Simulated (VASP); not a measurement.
A run of VASP 6.6.1 is set up as follows.

INCAR

```
SYSTEM = MgZnO4
PREC = Accurate ; ENCUT = 520
EDIFF = 1E-6 ; ISMEAR = 0
SIGMA = 0.1 ; LREAL = .False.
LASPH = .True. ; NELM = 150
ALGO = Normal ; ISIF = 2
LWAVE = .False. ; LCHARG = .False.
ISPIN = 2 ; MAGMOM = 0 0 1 1 1 1
LORBIT = 11 ; GGA = PE
NBANDS = 32
```

Contents of KPOINTS:

```
Automatic mesh
0
Gamma
  6 6 6
  0 0 0
```

POSCAR

```
MgZnO4
1.0
    0.0000000000      3.2056981700      3.2056981700
    3.2056981700      0.0000000000      3.2056981700
    3.2056981700      3.2056981700      0.0000000000
Mg Zn O
1 1 4
Direct
    0.0000000000      0.0000000000      0.0000000000
    0.5000000000      0.5000000000      0.5000000000
    0.6189999900      0.1270000000      0.1270000000
    0.1270000000      0.1270000000      0.1270000000
    0.1270000000      0.6189999900      0.1270000000
    0.1270000000      0.1270000000      0.6189999900
```

Potentials or basis: VASP PAW PBE potentials, release 64 (Mg, Zn, O).

The run is started by

```bash
$ cat potpaw_PBE.64/Mg/POTCAR potpaw_PBE.64/Zn/POTCAR potpaw_PBE.64/O/POTCAR > POTCAR
$ mpirun -np 1 vasp_std > vasp.out
```

**Question.** Estimate the site moments.

**Answer.** Mg +0.41; Zn -0.05; O +0.91 μB.

**Question.** Predict the largest force.

**Answer.** 23.401 eV/Å.

**Question.** Predict the band gap on the k mesh.

**Answer.** Zero (filled and empty bands overlap).

Forces on the atoms (eV/Å):
```
Mg    0.000   0.000   0.000
Zn    0.000   0.000   0.000
O    13.510 -13.510 -13.510
O    13.510  13.510  13.510
O   -13.510  13.510 -13.510
O   -13.510 -13.510  13.510
```

Caveat: forces of over 1 eV/Å act on the atoms, so gaps and moduli don't describe the material at rest.
